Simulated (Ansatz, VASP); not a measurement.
**Ga in VASP and in Ansatz**

```
Ga
1.0
     0.00000    2.87445    2.87445
     2.87445    0.00000    2.87445
     2.87445    2.87445    0.00000
Ga
2
Direct
  0.76250 0.91250 0.91250
  0.23750 0.08750 0.08750
```

Change from the starting cell: shortest bond scaled by 0.7, PAW files.

Alike in both runs: task electric field gradients; functional r2SCAN; k mesh 9 × 9 × 9; occupations fermi-dirac, width 0.05 eV; no spin polarisation.

|  | VASP | Ansatz |
| --- | --- | --- |
| version | VASP 6.6.1 | Ansatz 0.2.0 |
| potentials or method | VASP PAW PBE potentials, release 64 (Ga_d) | PAW with Ansatz's default frozen-core files, scalar-relativistic |
| plane-wave cutoff (eV) | 520 | 500 |
| valence electrons in the cell | 26 | 26 |

Ansatz gave:

| Item | Value |
| --- | --- |
| pressure (GPa) | 29.5 |
| traceless stress, the component that is largest in VASP (GPa) | -37.24 |
| rms of the force components (eV/Å) | 11.343 |
| size of Vzz on the site where it differs most (V/Å²) | 125.5 |

Question: Estimate VASP's values.

Answer: Pressure (GPa): 32.2; traceless stress, the component that is largest in VASP (GPa): -39.95; rms of the force components (eV/Å): 12.150; size of Vzz on the site where it differs most (V/Å²): 172.0.

VASP's potentials were made for PBE, not for r2SCAN. Atom by atom the forces differ by 0.806 eV/Å (rms over components). Both programs put the cell under a high pressure, so it lies far from rest at this level. With one functional, cell and mesh, what is left measures potentials, basis and numerics.
